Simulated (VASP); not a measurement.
# Si8HO16 (a cell with a defect): single point with PBE

System: Si8HO16 (a cell with a defect).

```xyz
25
Lattice="-4.1180 -4.1180 0.0000 4.1180 -4.1180 0.0000 0.0000 0.0000 5.2980" Properties=species:S:1:pos:R:3 pbc="T T T"
Si   -0.0323   -4.2018    0.0016
Si    1.8310   -2.0442    1.3092
Si    0.0993   -4.2152    2.7427
Si    2.0047   -2.0065    3.9584
Si   -0.0105    0.0938    0.0008
Si   -2.1430   -1.8440    1.2296
Si   -0.0355    0.0825    2.6277
Si   -1.9746   -2.1259    3.9498
O     0.9750   -2.7055   -0.1738
O     0.9586   -0.6235    1.4062
O    -1.2164   -5.3547    0.0827
O     3.1540   -3.3097    1.2639
O     1.2264   -2.7058    2.6585
O     0.8842   -0.7250    3.9729
O    -1.2056   -5.4668    2.6717
O     3.2795   -3.2527    4.0042
O    -2.8937   -2.7475    0.0338
O     0.8817   -4.6366    1.2877
O    -1.1416   -1.3372   -0.0846
O    -0.6938   -3.3493    1.2831
O    -2.8098   -2.6506    2.5120
O     0.7594   -5.0899    3.9769
O    -1.3418   -1.0849    2.5484
O    -0.7700   -3.3025    3.7544
H    -1.6012   -3.9238    1.4539
```

```
Program                : VASP 6.6.1
Task                   : single point
Functional             : PBE
Potentials or basis    : VASP PAW PBE potentials, release 64 (Si, O, H)
Cutoff                 : 520 eV
k mesh                 : 2 × 2 × 2
Occupations            : fermi-dirac, width 0.02 eV
Spin                   : no spin polarisation
Dipole correction      : no
Charge                 : 1
Further INCAR settings : LREAL = Auto; ALGO = Normal; EDIFF = 1e-06; NBANDS = 82; NELECT = 128.0
```

- Largest force: 7.057 eV/Å

Forces on the atoms (eV/Å):
```
Si   0.985  1.408 -3.717
Si   4.193 -0.718 -1.385
Si  -0.381  0.249 -2.374
Si   1.737  0.346  0.508
Si  -0.385 -0.280 -0.672
Si   1.561  1.238  0.968
Si  -0.754  0.904  1.035
Si  -0.276  1.407 -2.189
O    2.569 -0.637  3.013
O   -2.091  0.741 -1.760
O   -2.252 -1.121 -1.088
O    1.634 -0.459 -0.244
O   -2.685 -3.702  0.271
O   -1.720  3.200 -0.397
O    1.170  2.279 -1.595
O    0.509 -0.849 -0.411
O    0.336 -1.420 -0.939
O    2.640 -4.009  0.197
O   -0.148  1.393  1.077
O   -6.704  1.012  1.956
O   -2.602 -3.470  1.395
O    0.889  2.395  1.454
O    2.451 -0.692  1.628
O   -1.921 -0.306  3.508
H    1.244  1.090 -0.240
```

Levels at points of the mesh, in eV from the Fermi level:
```tsv
k point	band 60	band 61	band 62	band 63	band 64	band 65	band 66	band 67	band 68	band 69
(0.00, 0.00, 0.00)	-2.07	-1.66	-1.27	-1.08	-0.48	5.29	6.08	6.61	6.77	6.87
(0.50, 0.00, 0.00)	-2.00	-1.87	-1.63	-1.27	-1.04	6.27	6.42	6.82	7.12	7.38
(0.00, 0.50, 0.00)	-2.09	-1.75	-1.63	-1.34	-0.89	6.04	6.34	6.77	6.86	6.93
(0.50, 0.50, 0.00)	-1.88	-1.61	-1.52	-1.28	-1.01	6.68	6.95	7.11	7.37	7.60
(0.00, 0.00, 0.50)	-1.75	-1.70	-1.58	-1.33	-0.92	6.68	7.06	7.20	7.35	7.69
(0.50, 0.00, 0.50)	-1.79	-1.66	-1.31	-1.20	-0.97	7.02	7.51	7.66	7.67	7.84
(0.00, 0.50, 0.50)	-1.83	-1.77	-1.22	-1.14	-0.97	6.97	7.07	7.25	7.42	7.89
(0.50, 0.50, 0.50)	-1.90	-1.66	-1.56	-1.45	-1.20	7.49	7.73	7.84	8.19	8.24
```

It took 5.9 min on 1 thread of AMD EPYC 7R13, on a shared host, peak memory 0.29 GiB.

Caveat: the k points lie up to 0.59 Å⁻¹ apart; the cell carries a net charge on a neutralising background, which shifts energy and pressure; the cell is charged against a uniform background, so pressure and absolute levels hang on convention; the atoms stand as in a frame of molecular dynamics.
